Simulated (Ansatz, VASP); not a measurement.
# Two plane-wave programs on AlN

Contents of INCAR:

```
SYSTEM = AlN
PREC = Accurate
ENCUT = 520
EDIFF = 1E-7
ISMEAR = 0
SIGMA = 0.01
LREAL = .False.
LASPH = .True.
NELM = 60
ALGO = Normal
ISIF = 2
LWAVE = .False.
LCHARG = .True.
GGA = PE
LELF = .True.
LVHAR = .True.
NBANDS = 11
```

File KPOINTS:

```
regular mesh
0
Gamma
  6 6 6
  0 0 0
```

File POSCAR:

```
AlN
1.0
    0.0071023492      2.2128321940      2.2127993552
    2.1598100711     -0.0140789605      2.2338615403
    2.1596328343      2.2339526896     -0.0141441855
Al N
1 1
Direct
   -0.0061392751     -0.0107518156      0.0007599365
    0.7516819821      0.7283867428      0.7402193843
```

Input for Ansatz:

```yaml
crystal:
  lattice:
    - [0.007102349228517389, 2.212832193992517, 2.2127993551940235]
    - [2.1598100710704666, -0.014078960514811719, 2.233861540280849]
    - [2.1596328343033377, 2.2339526895718804, -0.014144185480525652]
  atoms:
    - { symbol: Al, position: [-0.006139275138957788, -0.010751815616796242, 0.000759936457358165] }
    - { symbol: "N", position: [0.7516819821195551, 0.728386742818156, 0.7402193843140888] }
basis:
  ecutwfc: 450.0
kpoints:
  mp_grid:
    grid: [6, 6, 6]
hamiltonian:
  xc: pbe
scf:
  occupations:
    method: fixed
output:
  forces: true
  stress: true
```

Alike in both runs: task single point; functional PBE; k mesh 6 × 6 × 6; no spin polarisation.

|  | VASP | Ansatz |
| --- | --- | --- |
| version | VASP 6.6.1 | Ansatz 0.2.0 |
| potentials or method | VASP PAW PBE potentials, release 64 (Al, N), cutoff 520 eV | plane waves, PAW |
| occupations | gaussian, width 0.01 eV | fixed |
| valence electrons in the cell | 8 | 8 |

```tsv
	VASP	Ansatz	Ansatz less VASP
pressure (GPa)	-1.3	-1.0	+0.26
traceless stress, the component that is largest in VASP (GPa)	2.47	2.45	-0.020
rms of the force components (eV/Å)	0.284	0.284	-0.0007
```

Atom by atom the forces differ by 0.001 eV/Å (rms over components).
